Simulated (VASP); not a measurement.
Wanted: the native input for a VASP 6.6.1 run.

| Property | Result |
| --- | --- |
| Task | single point |
| Functional | BLYP |
| Potentials or basis | VASP PAW PBE potentials, release 64 (Cs_sv) |
| Cutoff | 520 eV |
| k mesh | 8 × 8 × 8 |
| Occupations | fermi-dirac, width 0.1 eV |
| Spin | no spin polarisation |
| Dipole correction | no |
| Further INCAR settings | ALGO = Normal; EDIFF = 1e-06; NBANDS = 10 |

The structure of Cs lies in POSCAR:

```
Cs
1.0
    0.0000000000      4.0153945721      4.0153945721
    4.0153945721      0.0000000000      4.0153945721
    4.0153945721      4.0153945721      0.0000000000
Cs
1
Direct
    0.0000000000      0.0000000000      0.0000000000
```

This isn't the form of Cs at room conditions, which is bcc.

These files were run (other wordings do the same):

INCAR

```
PREC = Accurate
ENCUT = 520
EDIFF = 1E-6
ISMEAR = -1
SIGMA = 0.1
LREAL = False
LASPH = True
NELM = 100
ALGO = Normal
ISIF = 2
LWAVE = False
LCHARG = True
GGA = B5
ALDAX = 1.0
AGGAX = 1.0
AGGAC = 1.0
ALDAC = 0.0
LELF = True
LVHAR = True
NBANDS = 10
```

KPOINTS

```
regular mesh
0
Gamma
  8 8 8
```

Potentials or basis: VASP PAW PBE potentials, release 64 (Cs_sv).

Launch:

```sh
$ cat potpaw_PBE.64/Cs_sv/POTCAR > POTCAR
$ mpirun -np 1 vasp_std > vasp.out
```

Results of the run:

The pressure is 0.0 GPa. The band gap on the k mesh is zero (an odd number of electrons rules out a gap without spin polarisation).

Caveat: the PAW data sets were made with another functional, which shifts forces and pressure a little; spin-orbit coupling is left out, which moves the levels of the heavy elements.

Wall time 32 s on 1 thread of Intel(R) Xeon(R) Platinum 8488C (Sapphire Rapids) (shared host), peak memory 0.25 GiB.
